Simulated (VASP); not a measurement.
Here is a VASP 6.6.1 calculation.

The input INCAR:

```
SYSTEM = Ru
  PREC = Accurate
  ENCUT = 520
  EDIFF = 1E-6
  ISMEAR = -1
  SIGMA = 0.1
  LREAL = .FALSE.
  LASPH = .TRUE.
  NELM = 100
  ALGO = Normal
  ISIF = 2
  LWAVE = .FALSE.
  LCHARG = .FALSE.
  GGA = PS
  NBANDS = 66
```

Contents of KPOINTS:

```
Automatic mesh
0
G
  6 6 6
  0 0 0
```

Contents of POSCAR:

```
Ru
1.0
    4.7914929548      0.0000000000      0.0000000000
    0.0000000000      4.7914929548      0.0000000000
    0.0000000000      0.0000000000      4.7914929548
Ru
8
Direct
    0.0000000000      1.0000000000      0.0000000000
    0.5000000000      0.5000000000      0.5000000000
    0.2500000000      1.0000000000      0.5000000000
    0.7500000000      0.0000000000      0.5000000000
    0.5000000000      0.2500000000      1.0000000000
    0.5000000000      0.7500000000      1.0000000000
    1.0000000000      0.5000000000      0.2500000000
    1.0000000000      0.5000000000      0.7500000000
```

Potentials or basis: VASP PAW PBE potentials, release 64 (Ru_pv).

Run with:

```bash
$ cat potpaw_PBE.64/Ru_pv/POTCAR > POTCAR
$ mpirun -np 1 vasp_std > vasp.out
```

Task: What does it give for the band gap on the k mesh?

Result: Zero (band 56 reaches 13.27 eV, above the bottom of band 57 at 12.34 eV).

Task: Predict the pressure.

Result: 0.0 GPa.

Caveat: the PAW data sets were made with another functional, which shifts forces and pressure a little.
